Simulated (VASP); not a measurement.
Here is a VASP 6.6.1 calculation.

The input INCAR:

```
ALGO = Normal
EDIFF = 1E-8
ENCUT = 520
GGA = PE
ISIF = 2
ISMEAR = -1
LASPH = True
LCHARG = False
LEFG = True
LREAL = False
LWAVE = False
NBANDS = 7
NELM = 100
PREC = Accurate
SIGMA = 0.05
```

The input KPOINTS:

```
k-points
0
Gamma
  16 16 16
```

File POSCAR:

```
Mg
1.0
   -1.5207950000      1.5207950000      1.4765000000
    1.5207950000     -1.5207950000      1.4765000000
    1.5207950000      1.5207950000     -1.4765000000
Mg
1
Direct
    0.0000000000      0.0000000000      0.0000000000
```

Potentials or basis: VASP PAW PBE potentials, release 64 (Mg).

Launch:

```console
$ cat potpaw_PBE.64/Mg/POTCAR > POTCAR
$ mpirun -np 1 vasp_std > vasp.out
```

Question: Predict the pressure.

Answer: 50.7 GPa.

Question: Estimate the band gap on the k mesh.

Answer: Zero (bands 1 and 2 overlap by 4.79 eV).

Electric field gradients, principal values (V/Å²):
```csv
atom,least,middle,greatest (by size)
1 Mg,0.863,0.863,-1.726
```

Caveat: the cell differs from its parent crystal (equal xx and yy strain of +3 %); the cell stands under pressure; without QUAD_EFG the Cq values of the log hold for a quadrupole moment of 1 mb, not for the nuclei.
